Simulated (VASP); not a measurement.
## Ge: single point with r2SCAN

The system is Ge.

```
CELL_PARAMETERS angstrom
2.82390 2.82390 0.00000
-2.82390 2.82390 0.00000
0.00000 0.00000 5.78835
ATOMIC_POSITIONS crystal
Ge 0.50000 0.50000 0.50000
Ge 0.50000 0.00000 0.25000
Ge 0.00000 0.00000 0.00000
Ge 0.00000 0.50000 0.75000
```

This cell differs from its parent crystal: uniaxial strain along c: +2.0 %, then relaxed in part.

| Property | Result |
| --- | --- |
| Program | VASP 6.6.1 |
| Task | single point |
| Functional | r2SCAN |
| Potentials or basis | VASP PAW PBE potentials, release 64 (Ge_d) |
| Cutoff | 520 eV |
| k mesh | 10 × 10 × 6 |
| Occupations | gaussian, width 0.02 eV |
| Spin | no spin polarisation |
| Dipole correction | no |
| Further INCAR settings | ALGO = Normal; EDIFF = 1e-06; NBANDS = 36 |

| Quantity | Value |
| --- | --- |
| Pressure | -0.7 GPa |
| Band gap on the k mesh | 0.15 eV |

Stress tensor (GPa, compression positive):
```
 0.06  0.00  0.00
 0.00  0.06  0.00
 0.00  0.00 -2.12
```

Levels at points of the mesh, in eV from the valence-band top:
```csv
k point,band 25,band 26,band 27,band 28,band 29,band 30,band 31,band 32
"(0.00, 0.00, 0.00)",-3.11,-0.20,0.00,0.00,0.15,1.07,1.07,2.60
"(0.50, 0.00, 0.00)",-4.07,-4.07,-1.49,-1.49,2.25,2.25,4.95,4.95
"(0.50, 0.50, 0.00)",-3.28,-3.28,-3.28,-3.28,0.86,0.86,0.86,0.86
"(0.00, 0.00, 0.50)",-2.06,-2.06,-2.06,-2.06,1.32,1.32,2.93,2.93
"(0.50, 0.00, 0.50)",-1.64,-1.64,-1.41,-1.41,0.30,0.30,3.86,3.86
"(0.50, 0.50, 0.50)",-4.03,-4.03,-4.03,-4.03,4.31,4.31,4.31,4.31
```

It took 21 min on 1 thread of AMD EPYC 7R13, on a shared host, peak memory 0.31 GiB.

Caveat: the cell differs from its parent crystal (uniaxial strain along c: +2.0 %, then relaxed in part); semilocal functionals underestimate gaps, and a narrow one can read as zero; the PAW data sets were made with another functional, which shifts forces and pressure a little. A k mesh can miss the band edges.
